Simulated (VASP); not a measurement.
Input of a VASP 6.6.1 run:

Contents of INCAR:

```
SYSTEM = Au
PREC = Accurate ; ENCUT = 600
EDIFF = 1E-6 ; ISMEAR = -1
SIGMA = 0.1 ; LREAL = .FALSE.
LASPH = .TRUE. ; NELM = 100
ALGO = Normal ; ISIF = 3
LWAVE = .FALSE. ; LCHARG = .FALSE.
IBRION = 2 ; NSW = 32
EDIFFG = -0.005 ; PSTRESS = 230.0
```

Contents of KPOINTS:

```
regular mesh
0
G
  16 16 9
  0 0 0
```

Contents of POSCAR:

```
Au
1.0
    2.7583053010      0.0000000000      0.0000000000
   -1.3791526505      2.3887624620      0.0000000000
    0.0000000000      0.0000000000      4.5926886772
Au
2
Direct
    0.3333333333      0.6666666667      0.2500000000
    0.6666666667      0.3333333333      0.7500000000
```

Potentials or basis: VASP PAW LDA potentials, release 64 (Au).

The run is started by

```console
$ cat potpaw_LDA.64/Au/POTCAR > POTCAR
$ mpirun -np 1 vasp_std > vasp.out
```

**Question.** Estimate the relaxed cell.

**Answer.** a = 2.761 Å, b = 2.761 Å, c = 4.595 Å, α = 90.00°, β = 90.00°, γ = 120.00°.

**Question.** Estimate the relaxed volume.

**Answer.** 15.17 Å³/atom.

Final structure:
```yaml
crystal:
  lattice:
    - [2.76131, 0.00000, 0.00000]
    - [-1.38065, 2.39136, 0.00000]
    - [0.00000, 0.00000, 4.59455]
  atoms:
    - { symbol: Au, position: [0.33333, 0.66667, 0.25000] }
    - { symbol: Au, position: [0.66667, 0.33333, 0.75000] }
```

Caveat: the cell is relaxed towards a set pressure, so the enthalpy falls and the energy may rise.
